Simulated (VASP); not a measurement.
Wanted: the native input for a VASP 6.6.1 run.

```
Task                   : single point
Functional             : PBEsol
Potentials or basis    : VASP PAW PBE potentials, release 64 (Ni, O)
Cutoff                 : 520 eV
k mesh                 : 18 × 18 × 18
Occupations            : gaussian, width 0.1 eV
Spin                   : collinear spin, ferromagnetic start
Starting moments       : [1.14, 0.2] μB
Dipole correction      : no
Further INCAR settings : ALGO = Normal; EDIFF = 1e-06; NBANDS = 19
```

The structure of NiO lies in POSCAR:

```
NiO
1.0
    0.0000000000      2.0984200035      2.0984200035
    2.0984200035      0.0000000000      2.0984200035
    2.0984200035      2.0984200035      0.0000000000
Ni O
1 1
Direct
    0.0000000000      0.0000000000      0.0000000000
    0.5000000000      0.5000000000      0.5000000000
```

One way to write it, as run:

INCAR

```
SYSTEM = NiO
  PREC = Accurate
  ENCUT = 520
  EDIFF = 1E-6
  ISMEAR = 0
  SIGMA = 0.1
  LREAL = .FALSE.
  LASPH = .TRUE.
  NELM = 150
  ALGO = Normal
  ISIF = 2
  LWAVE = .FALSE.
  LCHARG = .TRUE.
  ISPIN = 2
  MAGMOM = 1.14 0.2
  LORBIT = 11
  LMAXMIX = 4
  GGA = PS
  LELF = .TRUE.
  LVHAR = .TRUE.
  NBANDS = 19
```

KPOINTS

```
regular mesh
0
G
  18 18 18
  0 0 0
```

Potentials or basis: VASP PAW PBE potentials, release 64 (Ni, O).

Command:

```bash
$ cat potpaw_PBE.64/Ni/POTCAR potpaw_PBE.64/O/POTCAR > POTCAR
$ mpirun -np 1 vasp_std > vasp.out
```

It gave:

The pressure is -10.0 GPa and the net moment is 1.49 μB per cell. The site moments are Ni +1.23; O +0.22 μB and the valence electrons inside the program's atomic spheres are Ni 8.99; O 4.93.

Caveat: the cell stands under tension; the PAW data sets were made with another functional, which shifts forces and pressure a little; a cell with one magnetic atom can't hold antiferromagnetic order, which such compounds often take.

Run time: 47 s on 1 thread of Intel(R) Xeon(R) 6975P-C (Granite Rapids) (shared host), peak memory 0.23 GiB.
